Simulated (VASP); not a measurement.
A run of VASP 6.6.1 is set up as follows.

File INCAR:

```
ALGO = Normal
EDIFF = 1E-7
ENCUT = 520
GGA = PS
ISIF = 2
ISMEAR = -1
LASPH = T
LCHARG = T
LELF = T
LREAL = F
LVHAR = T
LWAVE = F
NBANDS = 21
NELM = 100
PREC = Accurate
SIGMA = 0.1
```

File KPOINTS:

```
k-points
0
Gamma
  8 8 5
```

File POSCAR:

```
TiH
1.0
    2.9474900000      0.0000000000      0.0000000000
    0.0000000000      2.9474900000      0.0000000000
    0.0000000000      0.0000000000      4.5681400000
Ti H
2 2
Direct
    0.5000000000      0.0000000000      0.5000000000
    0.0000000000      0.5000000000      0.0000000000
    0.0000000000      0.0000000000      0.2500000000
    0.0000000000      0.0000000000      0.7500000000
```

Potentials or basis: VASP PAW PBE potentials, release 64 (Ti_sv, H).

Run with:

```bash
$ cat potpaw_PBE.64/Ti_sv/POTCAR potpaw_PBE.64/H/POTCAR > POTCAR
$ mpirun -np 1 vasp_std > vasp.out
```

**Question.** Estimate the pressure.

**Answer.** -3.1 GPa.

**Question.** Predict the band gap on the k mesh.

**Answer.** Zero (band 13 reaches 7.72 eV, above the bottom of band 14 at 7.33 eV).

Stress tensor (GPa, compression positive):
```
-3.32  0.00  0.00
 0.00 -3.32  0.00
 0.00  0.00 -2.59
```

Caveat: the PAW data sets were made with another functional, which shifts forces and pressure a little.
